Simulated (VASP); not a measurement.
Wanted: the native input for a VASP 6.6.1 run.

- Task: relaxation of cell and atoms
- Functional: PBE
- Dispersion: D4
- Potentials or basis: VASP PAW PBE potentials, release 64 (V_sv)
- Cutoff: 600 eV
- k mesh: 12 × 12 × 12
- Occupations: fermi-dirac, width 0.05 eV
- Spin: collinear spin, ferromagnetic start
- Starting moments: [2.0] μB
- Dipole correction: no
- Further INCAR settings: ALGO = Normal; EDIFF = 1e-06; IBRION = 2; EDIFFG = -0.005; NSW = 80; ISIF = 3

The structure of V lies in POSCAR:

```
V
1.0
   -1.5143500000      1.5143500000      1.5143500000
    1.5143500000     -1.5143500000      1.5143500000
    1.5143500000      1.5143500000     -1.5143500000
V
1
Direct
    0.0000000000      0.0000000000      0.0000000000
```

The input as run:

INCAR

```
SYSTEM = V
  PREC = Accurate
  ENCUT = 600
  EDIFF = 1E-6
  ISMEAR = -1
  SIGMA = 0.05
  LREAL = .FALSE.
  LASPH = .TRUE.
  NELM = 150
  ALGO = Normal
  ISIF = 3
  LWAVE = .FALSE.
  LCHARG = .FALSE.
  ISPIN = 2
  MAGMOM = 2
  LORBIT = 11
  LMAXMIX = 4
  GGA = PE
  IVDW = 13
  IBRION = 2
  NSW = 80
  EDIFFG = -0.005
```

KPOINTS

```
regular mesh
0
G
  12 12 12
  0 0 0
```

Potentials or basis: VASP PAW PBE potentials, release 64 (V_sv).

Run with:

```console
$ cat potpaw_PBE.64/V_sv/POTCAR > POTCAR
$ mpirun -np 1 vasp_std > vasp.out
```

Results of the run:

| Item | Value |
| --- | --- |
| Relaxed volume | 13.20 Å³/atom |
| Relaxed cell | a = 2.578 Å, b = 2.578 Å, c = 2.578 Å, α = 109.47°, β = 109.47°, γ = 109.47° |
| Space group after relaxing (to 0.1 Å) | Im-3m (No. 229) |
| Energy gained by relaxing | 20.1 meV/atom |
| Ionic steps | 5 |
| Pressure after relaxing | -0.1 GPa |
| Net moment | 0.00 μB per cell |
| Valence electrons inside the program's atomic spheres | V 11.69 |
| Dispersion energy per atom | -0.334 eV |

Wall time 2.2 min on 1 thread of Intel Xeon 8259CL (shared host), peak memory 0.17 GiB.
